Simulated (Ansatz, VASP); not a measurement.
**Cd: VASP beside Ansatz**

```
Cd
1.0
    -1.62657    1.62657    1.62657
     1.62657   -1.62657    1.62657
     1.62657    1.62657   -1.62657
Cd
1
Cartesian
  0.0000 0.0000 0.0000
```

Alike in both runs: task relaxation of cell and atoms; functional r2SCAN; k mesh 8 × 8 × 8; occupations gaussian, width 0.1 eV; no spin polarisation.

|  | VASP | Ansatz |
| --- | --- | --- |
| version | VASP 6.6.1 | Ansatz 0.2.0 |
| potentials or method | VASP PAW PBE potentials, release 64 (Cd), cutoff 600 eV | scalar-relativistic, plane waves, PAW |
| valence electrons in the cell | 12 | 20 |

Ansatz gave:

| Quantity | Value |
| --- | --- |
| gap on the k mesh at the Fermi level, each at its own relaxed structure (eV) | none |
| relaxed volume (Å³/atom) | 21.83 |
| relaxed cell length with the largest relative difference (Å) | 3.049 |

Task: Which values does VASP return?

Result: gap on the k mesh at the Fermi level, each at its own relaxed structure (eV): none; relaxed volume (Å³/atom): 22.10; relaxed cell length with the largest relative difference (Å): 3.062.

VASP's potentials were made for PBE, not for r2SCAN. A gap of «none» marks a metal or a gap that the smearing closes. VASP's potentials hold 12 valence electrons a cell and Ansatz's 20, so a difference there can come from the potentials and not from the codes.

Noted on VASP's run: the volume moved by over 15 % at a fixed basis, so the end points are rough.
